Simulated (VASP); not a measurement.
Crystal: SnO2.

```
Sn O
1.0
    -2.00007    2.00007    5.12368
     2.00007   -2.00007    5.12368
     2.00007    2.00007   -5.12368
Sn O
2 4
Direct
  0.75000 0.25000 0.50000
  0.00000 0.00000 0.00000
  0.79652 0.79652 0.00000
  0.95348 0.45348 0.50000
  0.20348 0.20348 0.00000
  0.54652 0.04652 0.50000
```

* Program: VASP 6.6.1
* Task: relaxation of cell and atoms
* Functional: PBE
* Potentials or basis: VASP PAW PBE potentials, release 64 (Sn_d, O)
* Cutoff: 600 eV
* k mesh: 10 × 10 × 10
* Occupations: gaussian, width 0.02 eV
* Spin: no spin polarisation

At the start: pressure 6.3 GPa; volume 13.66 Å³/atom.

**Question.** Where does the relaxation end?

**Answer.** Over 10 steps the energy falls by 10.2 meV/atom and the volume is 14.22 Å³/atom (+4.0 %); space group I4_1/amd (No. 141, to 0.05 Å).

Step by step:
```tsv
step	energy change (eV)	largest force (eV/Å)	pressure (GPa)	volume (Å³)
1	0.0000	0.0646	6.29	81.98
2	0.0108	0.3784	-5.81	88.51
3	-0.0569	0.1595	0.00	85.01
4	-0.0606	0.0238	0.01	85.23
5	-0.0606	0.0196	-0.02	85.24
6	-0.0607	0.0140	0.05	85.22
7	-0.0610	0.0032	0.16	85.19
8	-0.0610	0.0065	-0.04	85.31
9	-0.0610	0.0051	0.02	85.29
10	-0.0610	0.0049	-0.02	85.30
```

Final structure:
```cif
data_structure
_symmetry_space_group_name_H-M 'P 1'
_symmetry_Int_Tables_number 1
_cell_length_a 5.9265
_cell_length_b 5.9265
_cell_length_c 5.9265
_cell_angle_alpha 139.985
_cell_angle_beta 139.985
_cell_angle_gamma 57.875
_cell_volume 85.30
loop_
_atom_site_label
_atom_site_type_symbol
_atom_site_fract_x
_atom_site_fract_y
_atom_site_fract_z
_atom_site_occupancy
Sn1 Sn 0.75000 0.25000 0.50000 1
Sn2 Sn 0.00000 0.00000 0.00000 1
O1 O 0.79751 0.79751 0.00000 1
O2 O 0.95249 0.45249 0.50000 1
O3 O 0.20249 0.20249 0.00000 1
O4 O 0.54751 0.04751 0.50000 1
```
